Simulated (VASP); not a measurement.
Be2H:

```
Be H
1.0
     2.17627    0.00000    0.00000
     0.00000    2.17627    0.00000
     0.00000    0.00000    4.15795
Be H
2 1
Direct
  0.50000 0.50000 0.27000
  0.50000 0.50000 0.73000
  0.00000 0.00000 0.00000
```

* Program: VASP 6.6.1
* Task: relaxation of cell and atoms
* Functional: PBE
* Potentials or basis: VASP PAW PBE potentials, release 64 (Be, H)
* Cutoff: 600 eV
* k mesh: 8 × 8 × 4
* Occupations: gaussian, width 0.1 eV
* Spin: no spin polarisation

At the start: pressure 15.7 GPa; volume 6.56 Å³/atom.

Task: Where does the relaxation end?

Result: Over 13 steps the energy falls by 80.6 meV/atom and the volume is 7.67 Å³/atom (+16.9 %); space group P4/mmm (No. 123, to 0.05 Å).

The path:
| step | energy change (eV) | largest force (eV/Å) | pressure (GPa) | volume (Å³) |
| --- | --- | --- | --- | --- |
| 1 | 0.0000 | 1.0199 | 15.73 | 19.69 |
| 2 | -0.1813 | 0.1663 | 4.45 | 21.59 |
| 3 | -0.1984 | 0.1897 | 0.67 | 22.47 |
| 4 | -0.2264 | 0.0334 | -0.41 | 22.84 |
| 5 | -0.2290 | 0.0443 | -0.56 | 22.96 |
| 6 | -0.2294 | 0.0816 | -0.65 | 23.01 |
| 7 | -0.2295 | 0.1003 | -0.71 | 23.03 |
| 8 | -0.2297 | 0.1399 | -0.86 | 23.08 |
| 9 | -0.2313 | 0.2163 | -1.23 | 23.18 |
| 10 | -0.2337 | 0.3126 | -1.78 | 23.38 |
| 11 | -0.2351 | 0.1767 | -0.71 | 23.18 |
| 12 | -0.2399 | 0.0627 | -1.24 | 23.27 |
| 13 | -0.2418 | 0.0194 | -0.43 | 23.02 |

Final structure:
```yaml
crystal:
  lattice:
    - [2.36677, 0.00000, 0.00000]
    - [0.00000, 2.36677, 0.00000]
    - [0.00000, 0.00000, 4.10881]
  atoms:
    - { symbol: Be, position: [0.50000, 0.50000, 0.25171] }
    - { symbol: Be, position: [0.50000, 0.50000, 0.74829] }
    - { symbol: H, position: [0.00000, 0.00000, 0.00000] }
```

Caveat: the k points lie up to 0.38 Å⁻¹ apart in the final cell; the volume moved by over 15 % at a fixed basis, so the end points are rough.
